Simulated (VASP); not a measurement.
# Mn2ZnAs2 in VASP: further runs, part 2 of 2

VASP 6.6.1. Earlier steps stand in the parts before.

## Step 3: Single point, PBE

File INCAR:

```
PREC = Accurate ; ENCUT = 520
EDIFF = 1E-6 ; ISMEAR = 0
SIGMA = 0.059 ; LREAL = False
LASPH = True ; NELM = 80
ALGO = Normal ; ISIF = 2
LWAVE = False ; LCHARG = False
GGA = PE ; NBANDS = 32
```

File KPOINTS:

```
Automatic mesh
0
Gamma
  5 5 3
```

File POSCAR:

```
Mn2ZnAs2
1.0
    4.1552510000      0.0000000000      0.0000000000
   -2.0776250000      3.5985540000      0.0000000000
    0.0000000000      0.0000000000      6.6621870000
Mn As Zn
2 2 1
Direct
    0.3333000000      0.6667000000      0.3694400000
    0.6667000000      0.3333000000      0.6305600000
    0.3333000000      0.6667000000      0.7679300000
    0.6667000000      0.3333000000      0.2320700000
    0.0000000000      0.0000000000      0.0000000000
```

Potentials or basis: VASP PAW PBE potentials, release 64 (Mn_pv, As, Zn).

Launch:

```
> cat potpaw_PBE.64/Mn_pv/POTCAR potpaw_PBE.64/As/POTCAR potpaw_PBE.64/Zn/POTCAR > POTCAR
> mpirun -np 1 vasp_std > vasp.out
```

OUTCAR:

```text
PREC = Accurate
   ENCUT = 520
   EDIFF = 1E-6
   ISMEAR = 0
   LREAL = False
   LASPH = True
   NELM = 80
   ISIF = 2
   GGA = PE

 ion  position               nearest neighbor table
   1  0.333  0.667  0.369-   4 2.57   4 2.57   4 2.57   3 2.65   2 2.96   2 2.96   2 2.96
   2  0.667  0.333  0.631-   3 2.57   3 2.57   3 2.57   4 2.65   1 2.96   1 2.96   1 2.96
   3  0.333  0.667  0.768-   2 2.57   2 2.57   2 2.57   1 2.65   5 2.85   5 2.85   5 2.85
   4  0.667  0.333  0.232-   1 2.57   1 2.57   1 2.57   2 2.65   5 2.85   5 2.85   5 2.85
   5  0.000  0.000  0.000-   3 2.85   4 2.85   4 2.85   3 2.85   4 2.85   3 2.85

  LATTYP: Found a hexagonal cell.
 ALAT       =     4.1552510000
 C/A-ratio  =     1.6033175854

  Lattice vectors:

 A1 = (   4.1552510000,   0.0000000000,   0.0000000000)
 A2 = (  -2.0776250000,   3.5985540000,   0.0000000000)
 A3 = (   0.0000000000,   0.0000000000,   6.6621870000)

Analysis of symmetry for initial positions (statically):
=====================================================================
 Subroutine PRICEL returns:
 Original cell was already a primitive cell.

 Routine SETGRP: Setting up the symmetry group for a
 hexagonal supercell.

 Subroutine GETGRP returns: Found  4 space group operations
 (whereof  4 operations were pure point group operations)
 out of a pool of 24 trial point group operations.

The static configuration has the point symmetry C_2h.

Analysis of symmetry for dynamics (positions and initial velocities):
=====================================================================
 Subroutine PRICEL returns:
 Original cell was already a primitive cell.

 Routine SETGRP: Setting up the symmetry group for a
 hexagonal supercell.

 Subroutine GETGRP returns: Found  4 space group operations
 (whereof  4 operations were pure point group operations)
 out of a pool of 24 trial point group operations.

The dynamic configuration has the point symmetry C_2h.

[... 121 lines left out ...]
   IMIX   =      4    mixing-type and parameters
     AMIX     =   0.40;   BMIX     =  1.00
     AMIX_MAG =   1.60;   BMIX_MAG =  1.00
  volume/ion in A,a.u.               =      19.92       134.45
  Fermi-wavevector in a.u.,A,eV,Ry     =   1.283437  2.425344 22.411658  1.647210
  Thomas-Fermi vector in A             =   2.415690
   LORBIT       =      0    0 simple, 1 ext, 2 COOP (PROOUT), +10 PAW based schemes
   GGA     = PE    functional components
   LHFCALC =     F    Hartree Fock is set to
   AEXX    =    0.0000 exact exchange contribution
   IVDW    =     0    specifies the selected vdW correction
   LEPSILON=     F    determine dielectric tensor
   LRPA    =     F    only Hartree local field effects (RPA)
 non-spin polarized calculation
 Gauss-broadening in eV      SIGMA  =   0.06
  energy-cutoff  :      520.00
  volume of cell :       99.62
 maximum number of plane-waves:      2707
   NGX = 15   NGY = 15   NGZ = 25

 number of electron      48.0000015 magnetization

 Free energy of the ion-electron system (eV)
  ---------------------------------------------------
  ext. energy  EPLUGINS =         0.00000000
  ---------------------------------------------------
  free energy    TOTEN  =       -25.64577912 eV

  energy without entropy =      -25.61991265  energy(sigma->0) =      -25.63284589

 E-fermi :   4.1710     XC(G=0): -10.3317

 val. band max:        4.1685429721   @ k =   0.0000   0.2000   0.3333
 cond. band min:       4.1811256067   @ k =   0.0000   0.0000   0.0000
 fundamental gap:      0.0125826346
 Fermi energy:         4.1709785603

 k-point     1 :       0.0000    0.0000    0.0000
  band No.  band energies     occupation
      1     -43.5904      2.00000
      2     -43.5904      2.00000
      3     -43.5651      2.00000
      4     -43.5651      2.00000
      5     -43.5033      2.00000
      6     -43.4773      2.00000
[... 829 lines left out ...]
     31       8.3532      0.00000
     32       8.7820      0.00000

------------------------ aborting loop because EDIFF is reached ----------------------------------------

  FORCE on cell =-STRESS in cart. coord.  units (eV):
  Direction    XX          YY          ZZ          XY          YZ          ZX
  --------------------------------------------------------------------------------------
  -------------------------------------------------------------------------------------
  Total      -10.1287899    -10.1276083    -11.9769280      0.0010271     -0.0011373      0.0019698
  in kB     -162.9018591   -162.8828551   -192.6255604      0.0165196     -0.0182917      0.0316803
  external PRESSURE =    -172.8034248 kB  Pullay stress =       0.0000000 kB

 VOLUME and BASIS-vectors are now :
 -----------------------------------------------------------------------------
  energy-cutoff  :      520.00
  volume of cell :       99.62
      direct lattice vectors                 reciprocal lattice vectors
     4.155251000  0.000000000  0.000000000     0.240659349  0.138944665  0.000000000
    -2.077625000  3.598554000  0.000000000     0.000000000  0.277889397  0.000000000
     0.000000000  0.000000000  6.662187000     0.000000000  0.000000000  0.150100860

 POSITION                                       TOTAL-FORCE (eV/Angst)
 -----------------------------------------------------------------------------------
     -0.00021      2.39916      2.46128         0.001446     -0.000835      0.919249
      2.07783      1.19940      4.20091        -0.001446      0.000835     -0.919249
     -0.00021      2.39916      5.11609         0.001237     -0.000714     -2.040465
      2.07783      1.19940      1.54609        -0.001237      0.000714      2.040465
      0.00000      0.00000      0.00000         0.000000      0.000000      0.000000
 -----------------------------------------------------------------------------------
    total drift:                               -0.000000      0.000000      0.000000

  FREE ENERGIE OF THE ION-ELECTRON SYSTEM (eV)
  ---------------------------------------------------
  free  energy   TOTEN  =       -25.6457791169 eV

  energy  without entropy=      -25.6199126545  energy(sigma->0) =      -25.63284589
```

It took 2.7 min on 1 thread of Intel Xeon 8259CL, shared host; peak memory 0.26 GiB.

Results:

```yaml
Free_energy: -25.6458 eV
Pressure: -17.3 GPa
Largest_force: 2.040 eV/Å
Band_gap_on_the_k_mesh: zero (bands 24 and 25 overlap by 0.17 eV)
```

Forces in eV/Å, atoms in the order of the input:
```
Mn   0.001 -0.001  0.919
Mn  -0.001  0.001 -0.919
As   0.001 -0.001 -2.040
As  -0.001  0.001  2.040
Zn   0.000  0.000  0.000
```

Stress tensor (GPa, compression positive):
```
-16.29   0.00   0.00
  0.00 -16.29   0.00
  0.00   0.00 -19.26
```

Caveat: the cell stands under tension; the run has no spin polarisation, though such a crystal can be magnetic; forces of over 1 eV/Å act on the atoms, so gaps and moduli don't describe the material at rest.

## Step 4: Single point, LDA

File INCAR:

```
  ALGO = Normal
  EDIFF = 1E-6
  ENCUT = 520
  GGA = CA
  ISIF = 2
  ISMEAR = 0
  LASPH = T
  LCHARG = T
  LELF = T
  LREAL = F
  LVHAR = T
  LWAVE = F
  NBANDS = 32
  NELM = 60
  PREC = Accurate
  SIGMA = 0.059
```

File KPOINTS:

```
k-points
0
Gamma
  5 5 3
```

POSCAR is that of step 3.

Potentials or basis: VASP PAW LDA potentials, release 64 (Mn_pv, As, Zn).

Launch:

```
> cat potpaw_LDA.64/Mn_pv/POTCAR potpaw_LDA.64/As/POTCAR potpaw_LDA.64/Zn/POTCAR > POTCAR
> mpirun -np 1 vasp_std > vasp.out
```

It took 2 min on 1 thread of Intel Xeon 8259CL, shared host; peak memory 0.23 GiB.

The run converged. Its results:

* Free energy: -29.0881 eV
* Pressure: -23.0 GPa
* Largest force: 2.230 eV/Å
* Band gap on the k mesh: zero (bands 24 and 25 overlap by 0.18 eV)

Forces in eV/Å, atoms in the order of the input:
```
Mn   0.001 -0.001  0.972
Mn  -0.001  0.001 -0.972
As   0.001 -0.001 -2.230
As  -0.001  0.001  2.230
Zn   0.000  0.000  0.000
```

Stress tensor (GPa, compression positive):
```
-22.13   0.00   0.00
  0.00 -22.13   0.00
  0.00   0.00 -24.81
```

Levels at points of the mesh, in eV from the Fermi level:
```tsv
k point	band 20	band 21	band 22	band 23	band 24	band 25	band 26	band 27	band 28	band 29
(0.00, 0.00, 0.00)	-0.86	-0.85	0.02	0.02	0.02	0.45	1.66	1.79	1.79	1.80
```

Caveat: the cell stands under tension; the run has no spin polarisation, though such a crystal can be magnetic; forces of over 1 eV/Å act on the atoms, so gaps and moduli don't describe the material at rest. Spin polarisation is off, so any magnetic state and its effect on volume and gap are missing.
